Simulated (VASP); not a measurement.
# LiBe (P1) in VASP: notebook

Runs on LiBe. Level: r2SCAN. Tasks: single point.

Everything below comes from runs of VASP 6.6.1. Logs are shortened: lines on timing, memory, paths and dates and some standing lists are left out, and cuts for length are marked.

## (1) The cell of the first run

The typed cell holds 2 atoms: a = 2.808 Å, b = 2.801 Å, c = 2.803 Å, α = 89.63°, β = 89.71°, γ = 89.12°.

## (2) Single point, r2SCAN

Input file POSCAR:

```
LiBe
1.0
    2.8080400000      0.0215900000      0.0069600000
    0.0215900000      2.8012900000      0.0089800000
    0.0069600000      0.0089800000      2.8032700000
Li Be
1 1
Direct
    0.0248500000      0.0329100000      0.0354800000
    0.4774871293      0.4954348410      0.5326175091
```

Input file INCAR.step1:

```
SYSTEM = LiBe
ALGO     = Normal         ! electronic algorithm
EDIFF    = 1E-4           ! SCF threshold, eV
ENCUT    = 520            ! plane-wave cutoff, eV
GGA      = PE             ! functional
ISMEAR   = -1             ! smearing method
LASPH    = .True.         ! aspherical terms in the spheres
LCHARG   = .False.        ! write CHGCAR
LREAL    = .False.        ! projectors in reciprocal space
LWAVE    = .True.         ! write WAVECAR
NBANDS   = 10             ! bands
NELM     = 100            ! most SCF steps
PREC     = Accurate       ! precision mode
SIGMA    = 0.1            ! smearing width, eV
```

Input file INCAR.step2:

```
SYSTEM = LiBe
ALGO     = Normal         ! electronic algorithm
EDIFF    = 1E-6           ! SCF threshold, eV
ENCUT    = 520            ! plane-wave cutoff, eV
ISIF     = 2              ! what is computed and relaxed
ISMEAR   = -1             ! smearing method
ISTART   = 1            
LASPH    = .True.         ! aspherical terms in the spheres
LCHARG   = .True.         ! write CHGCAR
LELF     = .True.         ! ELF
LMIXTAU  = .True.       
LREAL    = .False.        ! projectors in reciprocal space
LVHAR    = .True.       
LWAVE    = .False.        ! write WAVECAR
METAGGA  = R2SCAN         ! meta-GGA
NBANDS   = 10             ! bands
NELM     = 100            ! most SCF steps
PREC     = Accurate       ! precision mode
SIGMA    = 0.1            ! smearing width, eV
```

Input file KPOINTS:

```
k-points
0
Gamma
  7 7 7
  0 0 0
```

Potentials or basis: VASP PAW PBE potentials, release 64 (Li_sv, Be).

Started as:

```console
> cat potpaw_PBE.64/Li_sv/POTCAR potpaw_PBE.64/Be/POTCAR > POTCAR
> cp INCAR.step1 INCAR
> mpirun -np 1 vasp_std > vasp.out
> cp INCAR.step2 INCAR
> mpirun -np 1 vasp_std > vasp.out
```

OUTCAR:

```text
SYSTEM = LiBe
   EDIFF = 1E-6
   ENCUT = 520
   ISIF = 2
   ISMEAR = -1
   ISTART = 1
   LASPH = .True.
   LREAL = .False.
   METAGGA = R2SCAN
   NELM = 100
   PREC = Accurate

 ion  position               nearest neighbor table
   1  0.025  0.033  0.035-   2 2.30   2 2.31   2 2.40   2 2.41   2 2.43   2 2.44
   2  0.477  0.495  0.533-   1 2.30   1 2.31   1 2.40   1 2.41   1 2.43   1 2.44

  LATTYP: Found a triclinic cell.
 ALAT       =     2.8013875906
 B/A-ratio  =     1.4049701069
 C/A-ratio  =     1.0006801746
 COS(alpha) =     0.0010178761
 COS(beta)  =     0.0064279264
 COS(gamma) =     0.7007695097

  Lattice vectors:

 A1 = (   0.0215900000,   2.8012900000,   0.0089800000)
 A2 = (  -2.7864500000,   2.7797000000,   0.0020200000)
 A3 = (   0.0069600000,   0.0089800000,   2.8032700000)

Analysis of symmetry for initial positions (statically):
=====================================================================
 Subroutine PRICEL returns:
 Original cell was already a primitive cell.

 Routine SETGRP: Setting up the symmetry group for a
 triclinic supercell.

 Subroutine GETGRP returns: Found  1 space group operations
 (whereof  1 operations were pure point group operations)
 out of a pool of  2 trial point group operations.

The static configuration has the point symmetry C_1 .

Analysis of symmetry for dynamics (positions and initial velocities):
=====================================================================
 Subroutine PRICEL returns:
 Original cell was already a primitive cell.

 Routine SETGRP: Setting up the symmetry group for a
 triclinic supercell.

 Subroutine GETGRP returns: Found  1 space group operations
 (whereof  1 operations were pure point group operations)
 out of a pool of  2 trial point group operations.

The dynamic configuration has the point symmetry C_1 .

 Subroutine INISYM returns: Found  1 space group operations
 (whereof  1 operations are pure point group operations),
 and found     1 'primitive' translations

----------------------------------------------------------------------------------------

                                     Primitive cell

  volume of cell :      22.0492

  direct lattice vectors                    reciprocal lattice vectors
     2.808040000  0.021590000  0.006960000     0.356143536 -0.002742050 -0.000875455
     0.021590000  2.801290000  0.008980000    -0.002742050  0.357003170 -0.001136817
     0.006960000  0.008980000  2.803270000    -0.000875455 -0.001136817  0.356732067

  length of vectors
     2.808131623  2.801387591  2.803293023     0.356155167  0.357015510  0.356734953

  position of ions in fractional coordinates (direct lattice)
     0.024850000  0.032910000  0.035480000
     0.477487129  0.495434841  0.532617509

  ion indices of the primitive-cell ions
   primitive index   ion index
                 1           1
                 2           2

----------------------------------------------------------------------------------------

 KPOINTS: k-points

Automatic generation of k-mesh.
 Grid dimensions read from file:
 generate k-points for:    7    7    7

 Generating k-lattice:

  Cartesian coordinates                     Fractional coordinates (reciprocal lattice)
     0.050877648 -0.000391721 -0.000125065     0.142857143 -0.000000000 -0.000000000
    -0.000391721  0.051000453 -0.000162402    -0.000000000  0.142857143 -0.000000000
    -0.000125065 -0.000162402  0.050961724    -0.000000000 -0.000000000  0.142857143

  Length of vectors
     0.050879310  0.051002216  0.050962136

  Shift w.r.t. Gamma in fractional coordinates (k-lattice)
     0.000000000  0.000000000  0.000000000

 Subroutine IBZKPT returns following result:
 ===========================================

 Found    172 irreducible k-points:

 Following reciprocal coordinates:
            Coordinates               Weight
  0.000000  0.000000  0.000000      1.000000
  0.142857  0.000000 -0.000000      2.000000
  0.285714 -0.000000 -0.000000      2.000000
  0.428571  0.000000 -0.000000      2.000000
  0.000000  0.142857 -0.000000      2.000000
  0.142857  0.142857 -0.000000      2.000000
[... 16 lines left out ...]
 -0.428571  0.428571 -0.000000      2.000000
 -0.285714  0.428571  0.000000      2.000000
 [... further k-points ...]
   k-points           NKPTS =    172   k-points in BZ     NKDIM =    172   number of bands    NBANDS=     10
   number of dos      NEDOS =    301   number of ions     NIONS =      2
   total plane-waves  NPLWV =  13824
   dimension x,y,z NGX =    24 NGY =   24 NGZ =   24
   dimension x,y,z NGXF=    48 NGYF=   48 NGZF=   48
   ions per type =               1   1
   NGX,Y,Z   is equivalent  to a cutoff of  14.21, 14.24, 14.23 a.u.
   NGXF,Y,Z  is equivalent  to a cutoff of  28.42, 28.49, 28.47 a.u.
 SYSTEM =  LiBe
   PREC   = accura    normal or accurate (medium, high low for compatibility)
   ISTART =      1    job   : 0-new  1-cont  2-samecut
   ICHARG =      0    charge: 1-file 2-atom 10-const
   ISPIN  =      1    spin polarized calculation?
   LNONCOLLINEAR =      F non collinear calculations
   LSORBIT =      F    spin-orbit coupling
   LASPH  =      T    aspherical Exc in radial PAW
   ENCUT  =  520.0 eV  38.22 Ry    6.18 a.u.   5.22  5.21  5.21*2*pi/ulx,y,z
   NELM   =    100;   NELMIN=  2; NELMDL=  0     # of ELM steps
   EDIFF  = 0.1E-05   stopping-criterion for ELM
   LREAL  =      F    real-space projection
   EDIFFG = 0.1E-04   stopping-criterion for IOM
   NSW    =      0    number of steps for IOM
   IBRION =     -1    ionic relax: 0-MD 1-quasi-New 2-CG
   NFREE  =      0    steps in history (QN), initial steepest desc. (CG)
   ISIF   =      2    stress and relaxation
   ISYM   =      2    0-nonsym 1-usesym 2-fastsym
   POTIM  = 0.5000    time-step for ionic-motion
   TEBEG  =    0.0;   TEEND  =   0.0 temperature during run
   PSTRESS=    0.0 pullay stress
   NELECT =       5.0000    total number of electrons
   NUPDOWN=      -1.0000    fix difference up-down
   EMIN   =  10.00;   EMAX   =-10.00  energy-range for DOS
   EFERMI =   0.00;   METHOD = LEGACY
   ISMEAR =    -1;   SIGMA  =   0.10  broadening in eV -4-tet -1-fermi 0-gaus
   EFERMI_NEDOS =   21; number of points for ismear=-14 and -15
   IALGO  =     38    algorithm
   IMIX   =      4    mixing-type and parameters
     AMIX     =   0.40;   BMIX     =  1.00
     AMIX_MAG =   1.60;   BMIX_MAG =  1.00
  volume/ion in A,a.u.               =      11.02        74.40
  Fermi-wavevector in a.u.,A,eV,Ry     =   0.998314  1.886539 13.559976  0.996630
  Thomas-Fermi vector in A             =   2.130529
   LORBIT       =      0    0 simple, 1 ext, 2 COOP (PROOUT), +10 PAW based schemes
   METAGGA = R2SCAN    functional components
   LHFCALC =     F    Hartree Fock is set to
   AEXX    =    0.0000 exact exchange contribution
   IVDW    =     0    specifies the selected vdW correction
   LEPSILON=     F    determine dielectric tensor
   LRPA    =     F    only Hartree local field effects (RPA)
 non-spin polarized calculation
  energy-cutoff  :      520.00
  volume of cell :       22.05
 maximum number of plane-waves:       613
 NGX is ok and might be reduce to    24
   NGX = 11   NGY = 11   NGZ = 11

 number of electron       4.9999998 magnetization

 Free energy of the ion-electron system (eV)
  ---------------------------------------------------
  ext. energy  EPLUGINS =         0.00000000
  ---------------------------------------------------
  free energy    TOTEN  =        -5.94180843 eV

  energy without entropy =       -5.93230494  energy(sigma->0) =       -5.93705668

 E-fermi :   3.0826     XC(G=0):  -9.7438

 val. band max:        3.0688201392   @ k =   0.2857   0.4286   0.2857
 cond. band min:       3.4659185476   @ k =   0.4286  -0.4286   0.2857
 fundamental gap:      0.3970984083
 Fermi energy:         3.0826158579

 k-point     1 :       0.0000    0.0000    0.0000
  band No.  band energies     occupation
      1     -43.4149      2.00000
      2      -4.0686      2.00000
      3       9.7386      0.00000
      4       9.7484      0.00000
      5       9.8998      0.00000
      6      14.0507      0.00000
      7      14.1445      0.00000
      8      22.4857      0.00000
      9      24.9367      0.00000
     10      25.1928      0.00000

 k-point     2 :       0.1429    0.0000   -0.0000
  band No.  band energies     occupation
      1     -43.4109      2.00000
      2      -3.7863      2.00000
      3       7.1265      0.00000
      4      10.1021      0.00000
      5      10.1999      0.00000
      6      14.5544      0.00000
      7      17.1925      0.00000
      8      22.1516      0.00000
      9      23.3547      0.00000
     10      23.9449      0.00000

 k-point     3 :       0.2857   -0.0000   -0.0000
  band No.  band energies     occupation
      1     -43.4021      2.00000
      2      -2.9433      2.00000
      3       3.7631      0.00221
      4      11.1079      0.00000
      5      11.1911      0.00000
      6      15.7793      0.00000
      7      19.7718      0.00000
      8      20.2049      0.00000
      9      20.7626      0.00000
     10      23.3178      0.00000

 k-point     4 :       0.4286    0.0000   -0.0000
  band No.  band energies     occupation
      1     -43.3950      2.00000
      2      -1.6351      2.00000
      3       1.1384      2.00000
      4      12.4039      0.00000
      5      12.4644      0.00000
      6      17.4836      0.00000
      7      17.6095      0.00000
      8      17.8612      0.00000
      9      20.6054      0.00000
     10      21.0488      0.00000
[... 222 lines left out ...]
 k-point    22 :       0.4286    0.4286   -0.0000
  band No.  band energies     occupation
      1     -43.3760      2.00000
      2       0.8339      2.00000
      3       2.0982      1.99989
      4       5.1750      0.00000
      5       9.8654      0.00000
      6      14.4351      0.00000
      7      20.2005      0.00000
      8      20.5886      0.00000
      9      20.7051      0.00000
     10      23.6362      0.00000

 k-point    23 :      -0.4286    0.4286   -0.0000
  band No.  band energies     occupation
      1     -43.3760      2.00000
      2       0.9662      2.00000
      3       1.9427      1.99998
      4       5.1177      0.00000
      5       9.9775      0.00000
      6      14.4683      0.00000
      7      20.1099      0.00000
      8      20.3719      0.00000
      9      20.9391      0.00000
     10      23.3707      0.00000

 k-point    24 :      -0.2857    0.4286    0.0000
  band No.  band energies     occupation
      1     -43.3826      2.00000
      2      -0.3865      2.00000
      3       1.7902      2.00000
      4       7.1585      0.00000
      5      11.9316      0.00000
      6      13.5930      0.00000
      7      18.9319      0.00000
      8      20.2446      0.00000
      9      21.5036      0.00000
     10      24.9048      0.00000

 [... further k-points ...]

------------------------ aborting loop because EDIFF is reached ----------------------------------------

  FORCE on cell =-STRESS in cart. coord.  units (eV):
  Direction    XX          YY          ZZ          XY          YZ          ZX
  --------------------------------------------------------------------------------------
  -------------------------------------------------------------------------------------
  Total        0.2104251      0.2426168      0.3045803     -0.0726218     -0.0729463     -0.0661570
  in kB       15.2902516     17.6294211     22.1319094     -5.2769605     -5.3005430     -4.8072052
  external PRESSURE =      18.3505274 kB  Pullay stress =       0.0000000 kB

 VOLUME and BASIS-vectors are now :
 -----------------------------------------------------------------------------
  energy-cutoff  :      520.00
  volume of cell :       22.05
      direct lattice vectors                 reciprocal lattice vectors
     2.808040000  0.021590000  0.006960000     0.356143536 -0.002742050 -0.000875455
     0.021590000  2.801290000  0.008980000    -0.002742050  0.357003170 -0.001136817
     0.006960000  0.008980000  2.803270000    -0.000875455 -0.001136817  0.356732067

 POSITION                                       TOTAL-FORCE (eV/Angst)
 -----------------------------------------------------------------------------------
      0.07074      0.09305      0.09993        -0.643180     -0.499661     -0.031965
      1.35521      1.40295      1.50084         0.643180      0.499661      0.031965
 -----------------------------------------------------------------------------------
    total drift:                               -0.026181     -0.009290     -0.011299

  FREE ENERGIE OF THE ION-ELECTRON SYSTEM (eV)
  ---------------------------------------------------
  free  energy   TOTEN  =        -5.9418084279 eV

  energy  without entropy=       -5.9323049410  energy(sigma->0) =       -5.93705668
```

Run time: 2.9 min. Hardware: 1 thread of Intel Xeon 8259CL, shared host; peak memory 0.16 GiB.

What came out:

```
Free energy            : -5.9418 eV
Largest force          : 0.815 eV/Å
Band gap on the k mesh : zero (an odd number of electrons rules out a gap without spin polarisation)
```

Forces on the atoms (eV/Å):
```
Li  -0.643 -0.500 -0.032
Be   0.643  0.500  0.032
```

Levels at points of the mesh, in eV from the Fermi level:
```tsv
k point	band 1	band 2	band 3	band 4	band 5	band 6	band 7	band 8
(0.00, 0.00, 0.00)	-46.50	-7.15	6.66	6.67	6.82	10.97	11.06	19.40
```

Caveat: the cutoff is under 1.25 times the usual one of these potentials, so pressure, stress and relaxed cells hold a basis-set (Pulay) error; the PAW data sets were made with another functional, which shifts forces and pressure a little.

[end of part 1 of 2]
